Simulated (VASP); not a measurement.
Crystal: Sn.

```xyz
1
Lattice="-1.8947 1.8947 1.8947 1.8947 -1.8947 1.8947 1.8947 1.8947 -1.8947" Properties=species:S:1:pos:R:3 pbc="T T T"
Sn    0.0000    0.0000    0.0000
```

| Property | Result |
| --- | --- |
| Program | VASP 6.6.1 |
| Task | relaxation of cell and atoms |
| Functional | LDA |
| Potentials or basis | VASP PAW LDA potentials, release 64 (Sn_d) |
| Cutoff | 600 eV |
| k mesh | 9 × 9 × 9 |
| Occupations | fermi-dirac, width 0.1 eV |
| Spin | no spin polarisation |

At the start: pressure -3.6 GPa; volume 27.20 Å³/atom.

How do energy, volume and symmetry change on relaxing?

Over 3 steps the energy falls by 21.3 meV/atom and the volume is 25.41 Å³/atom (-6.6 %); space group Im-3m (No. 229, to 0.05 Å).

Step by step:
```
step  energy change (eV)  largest force (eV/Å)  pressure (GPa)  volume (Å³)
   1              0.0000                0.0000           -3.59        27.20
   2             -0.0191                0.0000            1.35        24.87
   3             -0.0213                0.0000            0.00        25.41
```

Final structure:
```cif
data_structure
_symmetry_space_group_name_H-M 'P 1'
_symmetry_Int_Tables_number 1
_cell_length_a 3.2077
_cell_length_b 3.2077
_cell_length_c 3.2077
_cell_angle_alpha 109.471
_cell_angle_beta 109.471
_cell_angle_gamma 109.471
_cell_volume 25.41
loop_
_atom_site_label
_atom_site_type_symbol
_atom_site_fract_x
_atom_site_fract_y
_atom_site_fract_z
_atom_site_occupancy
Sn1 Sn 0.00000 0.00000 0.00000 1
```
